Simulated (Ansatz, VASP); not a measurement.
## CdTe in VASP and in Ansatz

The input INCAR:

```
SYSTEM = CdTe
  PREC = Accurate
  ENCUT = 500
  EDIFF = 1E-6
  ISMEAR = 0
  SIGMA = 0.05
  LREAL = .False.
  LASPH = .True.
  NELM = 120
  ALGO = Normal
  ISIF = 2
  LWAVE = .False.
  LCHARG = .False.
  GGA = RP
  IVDW = 13
  NBANDS = 16
  GGA_COMPAT = .False.
```

File KPOINTS:

```
regular mesh
0
Gamma
  6 6 6
  0 0 0
```

The input POSCAR:

```
CdTe
1.0
    0.0000000000      2.9989615765      2.9989615765
    2.9989615765      0.0000000000      2.9989615765
    2.9989615765      2.9989615765      0.0000000000
Cd Te
1 1
Direct
    0.5000000000      0.5000000000      0.5000000000
    0.0000000000      0.0000000000      0.0000000000
```

Input for Ansatz:

```yaml
crystal:
  lattice:
    - [0.0, 2.9989615765, 2.9989615765]
    - [2.9989615765, 0.0, 2.9989615765]
    - [2.9989615765, 2.9989615765, 0.0]
  atoms:
    - { symbol: Cd, position: [0.5, 0.5, 0.5] }
    - { symbol: Te, position: [0.0, 0.0, 0.0] }
basis:
  ecutwfc: 420
  ecutrho_ratio: 4
kpoints:
  mp_grid: { grid: [6, 6, 6] }
hamiltonian:
  xc: rpbe
  dispersion: d4
scf:
  occupations: { method: gaussian, width: 0.05 }
output:
  forces: true
  stress: true
  eigenvalues: true
```

Alike in both runs: task single point; functional RPBE; dispersion D4; k mesh 6 × 6 × 6; occupations gaussian, width 0.05 eV; no spin polarisation.

```csv
,VASP,Ansatz
version,VASP 6.6.1,Ansatz 0.2.0
potentials or method,"VASP PAW PBE potentials, release 64 (Cd, Te), cutoff 500 eV","scalar-relativistic, plane waves, PAW"
valence electrons in the cell,18,36
```

```tsv
	VASP	Ansatz	Ansatz less VASP
gap on the k mesh at the Fermi level (eV)	none	none	-
pressure (GPa)	0.4	0.2	-0.18
```

VASP's potentials were made for PBE, not for RPBE. A gap of «none» marks a metal or a gap that the smearing closes. VASP's potentials hold 18 valence electrons a cell and Ansatz's 36, so a difference there can come from the potentials and not from the codes.

Neither program's run includes spin-orbit coupling.
